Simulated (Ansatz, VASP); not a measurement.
**Zr in VASP and in Ansatz**

```xyz
2
Lattice="3.2300 0.0000 0.0000 -1.6150 2.7973 0.0000 0.0000 0.0000 5.1454" Properties=species:S:1:pos:R:3 pbc="T T T"
Zr    0.0000    1.8648    3.8590
Zr    1.6150    0.9324    1.2863
```

Alike in both runs: task relaxation of cell and atoms; functional PBE; k mesh 8 × 8 × 4; occupations gaussian, width 0.05 eV; no spin polarisation.

|  | VASP | Ansatz |
| --- | --- | --- |
| version | VASP 6.6.1 | Ansatz 0.2.0 |
| potentials or method | VASP PAW PBE potentials, release 64 (Zr_sv), cutoff 600 eV | scalar-relativistic, plane waves, PAW |
| valence electrons in the cell | 24 | 24 |

```csv
,VASP,Ansatz,Ansatz less VASP
relaxed volume (Å³/atom),23.47,23.47,0.000
relaxed length of the cell vector where the two differ most in proportion (Å),5.162,5.162,-0.0007
```
